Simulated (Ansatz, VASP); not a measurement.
**Two plane-wave programs on InSb**

```
CELL_PARAMETERS angstrom
0.00000 3.22551 3.22551
3.22551 0.00000 3.22551
3.22551 3.22551 0.00000
ATOMIC_POSITIONS crystal
In 0.00000 0.00000 0.00000
Sb 0.25000 0.25000 0.25000
```

Alike in both runs: functional LDA; k mesh 9 × 9 × 9; occupations fermi-dirac, width 0.1 eV; no spin polarisation.

Ansatz relaxed the structure, and its values are those at the end. VASP's run is a single point on that final structure, the one shown.

```csv
,VASP,Ansatz
version,VASP 6.6.1,Ansatz 0.2.0
potentials or method,"VASP PAW LDA potentials, release 64 (In_d, Sb), cutoff 520 eV",PAW plane waves
valence electrons in the cell,18,28
```

|  | VASP | Ansatz | Ansatz less VASP |
| --- | --- | --- | --- |
| gap on the k mesh at the Fermi level (eV) | none | none | - |
| pressure (GPa) | 0.1 | 0.0 | -0.09 |

Ansatz warns that its potentials were made for another functional, while VASP's fit it. LDA's correlation is that of Perdew and Zunger in VASP and of Perdew and Wang (1992) in Ansatz. A gap of «none» marks a metal or a gap that the smearing closes. VASP's potentials hold 18 valence electrons a cell and Ansatz's 28, so a difference there can come from the potentials and not from the codes.

Spin-orbit coupling is off throughout.
